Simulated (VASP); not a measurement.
Runs of VASP 6.6.1 on TaN. The structure is that of space group P6_3/mmc (No. 194), or close to it. The cells are those of the table. 

```tsv
cell	gap on the mesh (eV)	pressure (GPa)
a = 3.034, b = 3.034, c = 5.773 Å, angles 90.0, 90.0, 120.0°, 4 atoms	none	-12.9
a = 3.034, b = 3.034, c = 5.824 Å, angles 90.0, 90.0, 120.0°, 4 atoms	none	-15.6
a = 3.092, b = 3.092, c = 5.702 Å, angles 90.0, 90.0, 120.0°, 4 atoms	none	-17.7
a = 3.092, b = 3.092, c = 5.756 Å, angles 90.0, 90.0, 120.0°, 4 atoms	none	(a)
```

Alike in all rows: task single point; level PBE; potentials or basis VASP PAW PBE potentials, release 64 (Ta_pv, N); no spin polarisation; k mesh 18 × 18 × 8; cutoff (eV) 520; smearing gaussian 0.1 eV.

Question: Estimate the missing entries.

Answer: (a) -20.5.

Caveats: spin-orbit coupling is left out, which moves the levels of the heavy elements; the stress differs along the axes, from -22 to 6 GPa (at least some runs); the stress differs along the axes, from -24 to 1 GPa (at least some runs); the stress differs along the axes, from -29 to 5 GPa (at least some runs); the stress differs along the axes, from -31 to 0 GPa (at least some runs).

A k mesh can miss the band edges, and the runs leave out spin-orbit coupling on Ta.

A gap of «none» marks levels without a gap at the run's occupations.
